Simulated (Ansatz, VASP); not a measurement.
## MgO in VASP and in Ansatz

Contents of INCAR:

```
  PREC = Accurate
  ENCUT = 520
  EDIFF = 1E-6
  ISMEAR = 0
  SIGMA = 0.05
  LREAL = False
  LASPH = True
  NELM = 80
  ALGO = Normal
  ISIF = 2
  LWAVE = False
  LCHARG = False
  GGA = PE
  NBANDS = 16
```

Contents of KPOINTS:

```
regular mesh
0
Gamma
  6 6 6
```

POSCAR

```
MgO
1.0
    3.4340821948      0.0000000000      0.0000000000
   -1.7170410974      2.9740024193      0.0000000000
    0.0000000000      0.0000000000      4.0526999834
Mg O
2 2
Direct
    0.6666666667      0.3333333333      0.7500000000
    0.3333333333      0.6666666667      0.2500000000
    0.6666666667      0.3333333333      0.2500000000
    0.3333333333      0.6666666667      0.7500000000
```

Input for Ansatz:

```yaml
crystal:
  lattice:
    - [3.4340821948, 0.0, 0.0]
    - [-1.7170410974, 2.9740024193, 0.0]
    - [0.0, 0.0, 4.0526999834]
  atoms:
    - { symbol: Mg, position: [0.6666666667, 0.3333333333, 0.75] }
    - { symbol: Mg, position: [0.3333333333, 0.6666666667, 0.25] }
    - { symbol: O, position: [0.6666666667, 0.3333333333, 0.25] }
    - { symbol: O, position: [0.3333333333, 0.6666666667, 0.75] }
basis:
  ecutwfc: 420
kpoints:
  mp_grid: { grid: [6, 6, 6] }
hamiltonian:
  xc: pbe
scf:
  occupations: { method: gaussian, width: 0.05 }
output:
  forces: true
  stress: true
  eigenvalues: true
```

Change from the starting cell: strain -0.015 along x and y, -0.030 along z, atoms carried along.

Alike in both runs: task single point; functional PBE; k mesh 6 × 6 × 6; occupations gaussian, width 0.05 eV; no spin polarisation.

|  | VASP | Ansatz |
| --- | --- | --- |
| version | VASP 6.6.1 | Ansatz 0.2.0 |
| potentials or method | VASP PAW PBE potentials, release 64 (Mg, O), cutoff 520 eV | scalar-relativistic, plane waves, PAW |
| valence electrons in the cell | 16 | 32 |

```tsv
	VASP	Ansatz	Ansatz less VASP
gap on the k mesh at the Fermi level (eV)	3.76	3.78	+0.017
least direct gap on the mesh (eV)	3.76	3.78	+0.017
pressure (GPa)	14.0	14.5	+0.48
traceless stress, the component that is largest in VASP (GPa)	3.92	4.00	+0.082
```

VASP's potentials hold 16 valence electrons a cell and Ansatz's 32, so a difference there can come from the potentials and not from the codes.
